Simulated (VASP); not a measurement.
**Zn: single point with PBE**

Zn:

```
CELL_PARAMETERS angstrom
0.00000 1.55938 1.55938
1.55938 0.00000 1.55938
1.55938 1.55938 0.00000
ATOMIC_POSITIONS crystal
Zn 0.00000 0.00000 0.00000
```

| Property | Result |
| --- | --- |
| Program | VASP 6.6.1 |
| Task | single point |
| Functional | PBE |
| Potentials or basis | VASP PAW PBE potentials, release 64 (Zn) |
| Cutoff | 520 eV |
| k mesh | 21 × 21 × 21 |
| Occupations | fermi-dirac, width 0.1 eV |
| Spin | no spin polarisation |
| Dipole correction | no |
| Further INCAR settings | ALGO = Normal; EDIFF = 1e-06; NBANDS = 12 |

The pressure is 285.6 GPa and the band gap on the k mesh is zero (band 6 reaches 12.58 eV, above the bottom of band 7 at 10.98 eV).

Levels at points of the mesh, in eV from the Fermi level:
```
           k point  band 4  band 5  band 6  band 7  band 8  band 9
(0.00, 0.00, 0.00)  -11.92  -10.61  -10.61   23.34   28.34   28.34
```

It took 11 s on 1 thread of Intel Xeon 6975P-C (shared host), peak memory 0.13 GiB.
